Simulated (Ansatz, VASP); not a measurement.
One calculation of TePb, two programs

```
Pb Te
1.0
     3.97543    0.00000    0.00000
     0.00000    3.97543    0.00000
     0.00000    0.00000    3.97543
Pb Te
1 1
Direct
  0.00000 0.00000 0.00000
  0.50000 0.50000 0.50000
```

Alike in both runs: task single point; functional B3LYP; k mesh 4 × 4 × 4; occupations fermi-dirac, width 0.05 eV; no spin polarisation.

|  | VASP | Ansatz |
| --- | --- | --- |
| version | VASP 6.6.1 | Ansatz 0.2.0 |
| potentials or method | VASP PAW PBE potentials, release 64 (Pb_d, Te) | Ansatz PAW |
| plane-wave cutoff (eV) | 520 | 420 |
| valence electrons in the cell | 20 | 30 |

Ansatz gave:

| Quantity | Value |
| --- | --- |
| gap on the k mesh at the Fermi level (eV) | none |
| pressure (GPa) | 4.0 |

Q: Estimate VASP's values.

A: gap on the k mesh at the Fermi level (eV): none; pressure (GPa): 3.9.

VASP's potentials were made for PBE, not for B3LYP. A gap of «none» marks a metal or a gap that the smearing closes. VASP's potentials hold 20 valence electrons a cell and Ansatz's 30, so a difference there can come from the potentials and not from the codes.

The k mesh is coarse, so the values compare programs but aren't converged. Spin-orbit coupling is off throughout.
